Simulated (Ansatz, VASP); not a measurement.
## Two plane-wave programs on InP

The input POSCAR:

```
InP
1.0
    0.0000000000      2.9305000000      2.9305000000
    2.9305000000      0.0000000000      2.9305000000
    2.9305000000      2.9305000000      0.0000000000
In P
1 1
Direct
    0.0000000000      0.0000000000      0.0000000000
    0.7500000000      0.7500000000      0.7500000000
```

The input INCAR.step1:

```
SYSTEM = InP
ALGO = Normal ; EDIFF = 1E-5
ENCUT = 520 ; GGA = PE
ISIF = 2 ; ISMEAR = -1
LASPH = .True. ; LREAL = .False.
LWAVE = .True. ; NBANDS = 16
NELM = 80 ; PREC = Accurate
SIGMA = 0.05
```

The input INCAR.step2:

```
SYSTEM = InP
ALGO = Normal ; EDIFF = 1E-7
ENCUT = 520 ; GGA = PE
HFSCREEN = 0.2079 ; ISIF = 2
ISMEAR = -1 ; ISTART = 1
LASPH = .True. ; LCHARG = .True.
LELF = .True. ; LHFCALC = .True.
LREAL = .False. ; LVHAR = .True.
LWAVE = .False. ; NBANDS = 16
NELM = 80 ; PREC = Accurate
PRECFOCK = Normal ; SIGMA = 0.05
```

File KPOINTS:

```
k-points
0
Gamma
  4 4 4
  0 0 0
```

input.yaml

```yaml
crystal:
  lattice:
    - [0.0, 2.9305, 2.9305]
    - [2.9305, 0.0, 2.9305]
    - [2.9305, 2.9305, 0.0]
  atoms:
    - { symbol: In, position: [0.0, 0.0, 0.0] }
    - { symbol: P, position: [0.75, 0.75, 0.75] }
hamiltonian:
  xc: hse06
  pseudopotentials: { kind: paw }
kpoints:
  mp_grid: { grid: [4, 4, 4] }
  band_path:
    path:
      - [[0.0, 0.0, 0.0], [0.5, 0.0, 0.5], [0.5, 0.25, 0.75], [0.375, 0.375, 0.75], [0.0, 0.0, 0.0], [0.5, 0.5, 0.5], [0.625, 0.25, 0.625], [0.5, 0.25, 0.75], [0.5, 0.5, 0.5], [0.375, 0.375, 0.75]]
      - [[0.625, 0.25, 0.625], [0.5, 0.0, 0.5]]
    npoints: 4
scf:
  occupations: { method: fermi_dirac, width: 0.05 }
  n_extra_bands: 6
output:
  forces: true
  stress: true
  eigenvalues: true
  fatbands: false
```

Alike in both runs: functional HSE06; k mesh 4 × 4 × 4; occupations fermi-dirac, width 0.05 eV; no spin polarisation.

```csv
,VASP,Ansatz
version,VASP 6.6.1,Ansatz 0.2.0
potentials or method,"VASP PAW PBE potentials, release 64 (In_d, P)",Ansatz PAW
plane-wave cutoff (eV),520,420
valence electrons in the cell,18,18
task,single point,band structure
```

```csv
,VASP,Ansatz,Ansatz less VASP
gap on the k mesh at the Fermi level (eV),1.53,1.54,+0.003
least direct gap on the mesh (eV),1.53,1.54,+0.003
pressure (GPa),1.6,1.7,+0.16
```

The k mesh is coarse, so the values compare programs but aren't converged.
